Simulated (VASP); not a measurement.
# Li (Fm-3m) in VASP: a series of runs, part 3 of 3

VASP 6.6.1.

## (5) Single point, r2SCAN (21.82 Å³/atom)

This run uses another cell than the first one, of 21.82 Å³/atom.

Input file POSCAR:

```
Li
1.0
    0.0000000000      2.2177943291      2.2177943291
    2.2177943291      0.0000000000      2.2177943291
    2.2177943291      2.2177943291      0.0000000000
Li
1
Direct
    0.0000000000      0.0000000000      0.0000000000
```

Input file INCAR.step1:

```
PREC = Accurate ; ENCUT = 830
ISMEAR = -1 ; SIGMA = 0.1
LREAL = F ; LASPH = T
NELM = 120 ; NBANDS = 8
GGA = PE ; ALGO = Normal
EDIFF = 1E-5 ; LWAVE = T
LCHARG = F ; GGA_COMPAT = F
```

Input file INCAR.step2:

```
PREC = Accurate ; ENCUT = 830
EDIFF = 1E-6 ; ISMEAR = -1
SIGMA = 0.1 ; LREAL = F
LASPH = T ; NELM = 120
ALGO = Normal ; ISIF = 2
LWAVE = F ; LCHARG = F
METAGGA = R2SCAN ; LMIXTAU = T
NBANDS = 8 ; ISTART = 1
GGA_COMPAT = F
```

Input file KPOINTS:

```
regular mesh
0
Gamma
  14 14 14
```

Potentials or basis: VASP PAW PBE potentials, release 64 (Li_sv).

Run with:

```bash
> cat potpaw_PBE.64/Li_sv/POTCAR > POTCAR
> cp INCAR.step1 INCAR
> mpirun -np 1 vasp_std > vasp.out
> cp INCAR.step2 INCAR
> mpirun -np 1 vasp_std > vasp.out
```

OUTCAR:

```text
PREC = Accurate
   ENCUT = 830
   EDIFF = 1E-6
   ISMEAR = -1
   LREAL = F
   LASPH = T
   NELM = 120
   ISIF = 2
   METAGGA = R2SCAN
   ISTART = 1

 ion  position               nearest neighbor table
   1  0.000  0.000  0.000-

  LATTYP: Found a face centered cubic cell.
 ALAT       =     4.4355886582

  Lattice vectors:

 A1 = (   0.0000000000,   2.2177943291,   2.2177943291)
 A2 = (   2.2177943291,   0.0000000000,   2.2177943291)
 A3 = (   2.2177943291,   2.2177943291,   0.0000000000)

Analysis of symmetry for initial positions (statically):
=====================================================================
 Subroutine PRICEL returns:
 Original cell was already a primitive cell.

 Routine SETGRP: Setting up the symmetry group for a
 face centered cubic supercell.

 Subroutine GETGRP returns: Found 48 space group operations
 (whereof 48 operations were pure point group operations)
 out of a pool of 48 trial point group operations.

The static configuration has the point symmetry O_h .

Analysis of symmetry for dynamics (positions and initial velocities):
=====================================================================
 Subroutine PRICEL returns:
 Original cell was already a primitive cell.

 Routine SETGRP: Setting up the symmetry group for a
 face centered cubic supercell.

 Subroutine GETGRP returns: Found 48 space group operations
 (whereof 48 operations were pure point group operations)
 out of a pool of 48 trial point group operations.

The dynamic configuration has the point symmetry O_h .

 Subroutine INISYM returns: Found 48 space group operations
 (whereof 48 operations are pure point group operations),
 and found     1 'primitive' translations

[... 103 lines left out ...]
   NELECT =       3.0000    total number of electrons
   NUPDOWN=      -1.0000    fix difference up-down
   EMIN   =  10.00;   EMAX   =-10.00  energy-range for DOS
   EFERMI =   0.00;   METHOD = LEGACY
   ISMEAR =    -1;   SIGMA  =   0.10  broadening in eV -4-tet -1-fermi 0-gaus
   EFERMI_NEDOS =   21; number of points for ismear=-14 and -15
   IALGO  =     38    algorithm
   IMIX   =      4    mixing-type and parameters
     AMIX     =   0.40;   BMIX     =  1.00
     AMIX_MAG =   1.60;   BMIX_MAG =  1.00
  volume/ion in A,a.u.               =      21.82       147.23
  Fermi-wavevector in a.u.,A,eV,Ry     =   0.844988  1.596796  9.714629  0.714005
  Thomas-Fermi vector in A             =   1.960104
   LORBIT       =      0    0 simple, 1 ext, 2 COOP (PROOUT), +10 PAW based schemes
   METAGGA = R2SCAN    functional components
   LHFCALC =     F    Hartree Fock is set to
   AEXX    =    0.0000 exact exchange contribution
   IVDW    =     0    specifies the selected vdW correction
   LEPSILON=     F    determine dielectric tensor
   LRPA    =     F    only Hartree local field effects (RPA)
 non-spin polarized calculation
  energy-cutoff  :      830.00
  volume of cell :       21.82
 maximum number of plane-waves:      1243
 NGX is ok and might be reduce to    30
   NGX = 15   NGY = 15   NGZ = 15

 number of electron       2.9999999 magnetization

 Free energy of the ion-electron system (eV)
  ---------------------------------------------------
  ext. energy  EPLUGINS =         0.00000000
  ---------------------------------------------------
  free energy    TOTEN  =        -2.39380957 eV

  energy without entropy =       -2.38023560  energy(sigma->0) =       -2.38702258

 E-fermi :   0.4340     XC(G=0):  -7.2562

 val. band max:        0.3329845196   @ k =   0.5000   0.2143   0.0714
 cond. band min:       0.4491870867   @ k =   0.5000   0.3571   0.1429
 fundamental gap:      0.1162025671
 Fermi energy:         0.4339814177

 k-point     1 :       0.0000    0.0000    0.0000
  band No.  band energies     occupation
      1     -47.8145      2.00000
      2      -3.2949      2.00000
      3      15.6712      0.00000
      4      15.6712      0.00000
      5      15.6712      0.00000
      6      18.9426      0.00000
      7      18.9426      0.00000
      8      18.9426      0.00000
[... 243 lines left out ...]
 k-point    24 :       0.2857    0.1429    0.0000
  band No.  band energies     occupation
      1     -47.8060      2.00000
      2      -1.8775      2.00000
      3       9.2750      0.00000
      4      12.1229      0.00000
      5      14.4379      0.00000
      6      15.3401      0.00000
      7      17.7238      0.00000
      8      22.7355      0.00000

 [... further k-points ...]
[... 5 lines left out ...]
  --------------------------------------------------------------------------------------
  -------------------------------------------------------------------------------------
  Total       -0.0903640     -0.0903640     -0.0903640      0.0000000      0.0000000     -0.0000000
  in kB       -6.6360865     -6.6360865     -6.6360865      0.0000000      0.0000000     -0.0000000
  external PRESSURE =      -6.6360865 kB  Pullay stress =       0.0000000 kB

 VOLUME and BASIS-vectors are now :
 -----------------------------------------------------------------------------
  energy-cutoff  :      830.00
  volume of cell :       21.82
      direct lattice vectors                 reciprocal lattice vectors
     0.000000000  2.217794329  2.217794329    -0.225449219  0.225449219  0.225449219
     2.217794329  0.000000000  2.217794329     0.225449219 -0.225449219  0.225449219
     2.217794329  2.217794329  0.000000000     0.225449219  0.225449219 -0.225449219

 POSITION                                       TOTAL-FORCE (eV/Angst)
 -----------------------------------------------------------------------------------
      0.00000      0.00000      0.00000         0.000000      0.000000      0.000000
 -----------------------------------------------------------------------------------
    total drift:                               -0.000000     -0.000000      0.000000

  FREE ENERGIE OF THE ION-ELECTRON SYSTEM (eV)
  ---------------------------------------------------
  free  energy   TOTEN  =        -2.3938095672 eV

  energy  without entropy=       -2.3802355988  energy(sigma->0) =       -2.38702258
```

OSZICAR.step1:

```text
N       E                     dE             d eps       ncg     rms          rms(c)
DAV:   1     0.364277518254E+00    0.36428E+00   -0.90117E+02  1664   0.344E+02
DAV:   2    -0.184888426464E+01   -0.22132E+01   -0.21248E+01  2328   0.393E+01
DAV:   3    -0.191145723423E+01   -0.62573E-01   -0.62411E-01  1912   0.504E+00
DAV:   4    -0.191301151722E+01   -0.15543E-02   -0.15534E-02  2552   0.645E-01
DAV:   5    -0.191303378627E+01   -0.22269E-04   -0.22269E-04  2032   0.315E-02    0.289E-01
DAV:   6    -0.191185448688E+01    0.11793E-02   -0.25935E-04  2800   0.672E-02    0.164E-01
DAV:   7    -0.191124116406E+01    0.61332E-03   -0.60506E-04  2624   0.103E-01    0.252E-02
DAV:   8    -0.191123930821E+01    0.18559E-05   -0.78576E-06  1968   0.238E-02
   1 F= -.19112393E+01 E0= -.19038538E+01  d E =-.147711E-01
```

Run time: 2.6 min. Hardware: 1 thread of Intel Xeon Platinum 8124M at 3.00GHz (Skylake/Cascade Lake), shared host; peak memory 0.18 GiB.

Results:

* Free energy: -2.3938 eV
* Pressure: -0.7 GPa
* Band gap on the k mesh: zero (an odd number of electrons rules out a gap without spin polarisation)

Levels at points of the mesh, in eV from the Fermi level:
| k point | band 1 | band 2 | band 3 | band 4 | band 5 |
| --- | --- | --- | --- | --- | --- |
| (0.00, 0.00, 0.00) | -48.25 | -3.73 | 15.24 | 15.24 | 15.24 |
| (0.50, 0.00, 0.00) | -48.23 | 0.03 | 2.97 | 13.38 | 13.38 |
| (0.50, 0.50, 0.00) | -48.23 | 1.64 | 4.80 | 8.88 | 8.88 |

Caveat: the PAW data sets were made with another functional, which shifts forces and pressure a little.

## (6) Single point, r2SCAN (22.66 Å³/atom)

This run uses another cell than the first one, of 22.66 Å³/atom.

Input file POSCAR:

```
Li
1.0
    0.0000000000      2.2458706556      2.2458706556
    2.2458706556      0.0000000000      2.2458706556
    2.2458706556      2.2458706556      0.0000000000
Li
1
Direct
    0.0000000000      0.0000000000      0.0000000000
```

Input file INCAR.step1:

```
SYSTEM = Li
PREC     = Accurate       ! precision mode
ENCUT    = 830            ! plane-wave cutoff, eV
ISMEAR   = -1             ! smearing method
SIGMA    = 0.1            ! smearing width, eV
LREAL    = .FALSE.        ! projectors in reciprocal space
LASPH    = .TRUE.         ! aspherical terms in the spheres
NELM     = 120            ! most SCF steps
NBANDS   = 8              ! bands
GGA      = PE             ! functional
ALGO     = Normal         ! electronic algorithm
EDIFF    = 1E-5           ! SCF threshold, eV
LWAVE    = .TRUE.         ! write WAVECAR
LCHARG   = .FALSE.        ! write CHGCAR
GGA_COMPAT= .FALSE.
```

Input file INCAR.step2:

```
SYSTEM = Li
PREC     = Accurate       ! precision mode
ENCUT    = 830            ! plane-wave cutoff, eV
EDIFF    = 1E-6           ! SCF threshold, eV
ISMEAR   = -1             ! smearing method
SIGMA    = 0.1            ! smearing width, eV
LREAL    = .FALSE.        ! projectors in reciprocal space
LASPH    = .TRUE.         ! aspherical terms in the spheres
NELM     = 120            ! most SCF steps
ALGO     = Normal         ! electronic algorithm
ISIF     = 2              ! what is computed and relaxed
LWAVE    = .FALSE.        ! write WAVECAR
LCHARG   = .FALSE.        ! write CHGCAR
METAGGA  = R2SCAN         ! meta-GGA
LMIXTAU  = .TRUE.       
NBANDS   = 8              ! bands
ISTART   = 1            
GGA_COMPAT= .FALSE.
```

Input file KPOINTS:

```
Automatic mesh
0
G
  14 14 14
  0 0 0
```

Potentials or basis: VASP PAW PBE potentials, release 64 (Li_sv).

Run with:

```bash
> cat potpaw_PBE.64/Li_sv/POTCAR > POTCAR
> cp INCAR.step1 INCAR
> mpirun -np 1 vasp_std > vasp.out
> cp INCAR.step2 INCAR
> mpirun -np 1 vasp_std > vasp.out
```

It took 2.4 min on 1 thread of Intel Xeon Platinum 8124M at 3.00GHz (Skylake/Cascade Lake), shared host; peak memory 0.18 GiB.

It converged, with:

- Free energy: -2.3898 eV
- Pressure: -1.0 GPa
- Band gap on the k mesh: zero (an odd number of electrons rules out a gap without spin polarisation)

Levels at points of the mesh, in eV from the Fermi level:
```csv
k point,band 1,band 2,band 3,band 4,band 5
"(0.00, 0.00, 0.00)",-48.33,-3.67,14.85,14.85,14.85
"(0.50, 0.00, 0.00)",-48.32,0.04,2.86,13.04,13.04
"(0.50, 0.50, 0.00)",-48.32,1.61,4.67,8.66,8.66
```

Caveat: the PAW data sets were made with another functional, which shifts forces and pressure a little.

## (7) Overview

```tsv
cell	gap on the mesh (eV)	pressure (GPa)
a = 3.011 Å, angles 60.0°, 1 atom	none	0.8
a = 3.054 Å, angles 60.0°, 1 atom	none	0.3
a = 3.096 Å, angles 60.0°, 1 atom	none	-0.1
a = 3.136 Å, angles 60.0°, 1 atom	none	-0.7
a = 3.176 Å, angles 60.0°, 1 atom	none	-1.0
```

Alike in all rows: task single point; level r2SCAN; potentials or basis VASP PAW PBE potentials, release 64 (Li_sv); no spin polarisation; k mesh 14 × 14 × 14; cutoff (eV) 830; smearing fermi-dirac 0.1 eV.

Caveats: the PAW data sets were made with another functional, which shifts forces and pressure a little.

Total energies depend on the potentials used, so only differences within one code and one set of settings carry meaning.

The gap in the log of VASP goes by the Fermi energy; the results here count the filled bands.